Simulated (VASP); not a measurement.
HfH5, 6 atoms in the cell. The structure is tetragonal, space group P4mm (No. 99). Conventional cell: a = 3.074 Å, b = 3.074 Å, c = 5.528 Å, α = 90.00°, β = 90.00°, γ = 90.00°. Within 2.6 Å of Hf (site symmetry 4mm) lie 10 H at 1.94 to 2.52 Å. Within 3.1 Å of H (site symmetry 4mm) lie 4 Hf at 2.26 Å and 12 H at 2.36 to 3.07 Å. Within 1.1 Å of H (site symmetry 4mm) lie 1 H at 0.82 Å. Within 2.7 Å of H (site symmetry 2mm) lie 2 Hf at 1.94 Å and 10 H at 2.04 to 2.65 Å. Within 1.1 Å of H (site symmetry 4mm) lie 1 H at 0.82 Å. The cell was built from a structure type or drawn by symmetry, and may not be a known phase.

| Property | Result |
| --- | --- |
| Program | VASP 6.6.1 |
| Task | relaxation of cell and atoms |
| Functional | PBE |
| Potentials or basis | VASP PAW PBE potentials, release 64 (Hf_pv, H) |
| Cutoff | 600 eV |
| k mesh | 12 × 12 × 8 |
| Occupations | gaussian, width 0.1 eV |
| Spin | no spin polarisation |
| Dipole correction | no |
| Further INCAR settings | ALGO = Normal; EDIFF = 1e-06; IBRION = 2; EDIFFG = -0.01; NSW = 100; ISIF = 3 |

Potentials or basis: VASP PAW PBE potentials, release 64 (Hf_pv, H).

Launch:

```console
$ cat potpaw_PBE.64/Hf_pv/POTCAR potpaw_PBE.64/H/POTCAR > POTCAR
$ mpirun -np 1 vasp_std > vasp.out
```

Hardware: 1 thread of Intel(R) Xeon(R) 6975P-C (Granite Rapids) (shared host).

**Question.** How long does it take, and how much memory?

**Answer.** Run time: 2.2 min on 1 thread of Intel(R) Xeon(R) 6975P-C (Granite Rapids) (shared host), peak memory 0.28 GiB. Counts: scf iterations 40, k points 140, ion steps 7.
